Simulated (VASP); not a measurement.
The system is VO2.

```
CELL_PARAMETERS angstrom
4.47695 0.00000 0.00000
0.00000 4.47695 0.00000
0.00000 0.00000 3.02402
ATOMIC_POSITIONS crystal
V 0.50000 0.50000 0.50000
V 0.00000 0.00000 0.00000
O 0.20036 0.79964 0.50000
O 0.79964 0.20036 0.50000
O 0.70036 0.70036 0.00000
O 0.29964 0.29964 0.00000
```

Base run:

| Item | Value |
| --- | --- |
| Program | VASP 6.6.1 |
| Functional | SVWN5 |
| Potentials or basis | VASP PAW PBE potentials, release 64 (V_sv, O) |
| Cutoff | 600 eV |
| k mesh | 6 × 6 × 9 |
| Occupations | fermi-dirac, width 0.05 eV |
| Spin | collinear spin, ferromagnetic start |
| Starting moments | [2.0, 2.0, 0.0, 0.0, 0.0, 0.0] μB |

Its results: band gap on the k mesh zero (filled and empty bands overlap); pressure -18.7 GPa; net moment 2.00 μB per cell; site moments V +1.01; O -0.04 μB; largest force 0.316 eV/Å.

The run is repeated on the same cell with these changes: functional from SVWN5 to PBE. What comes out?

Band gap on the k mesh zero (filled and empty bands overlap); pressure -4.0 GPa; net moment 2.00 μB per cell; site moments V +1.08; O -0.06 μB; largest force 0.235 eV/Å.

PBE binds less tightly than SVWN5, so the same cell stands under more pressure.

Caveats: semilocal functionals often make such compounds metallic where correlation or magnetic order opens a gap, which also shifts bond lengths; the stress differs along the axes, from -33 to -12 GPa (at least some runs); the PAW data sets were made with another functional, which shifts forces and pressure a little (at least some runs); the stress differs along the axes, from -16 to 2 GPa (at least some runs).
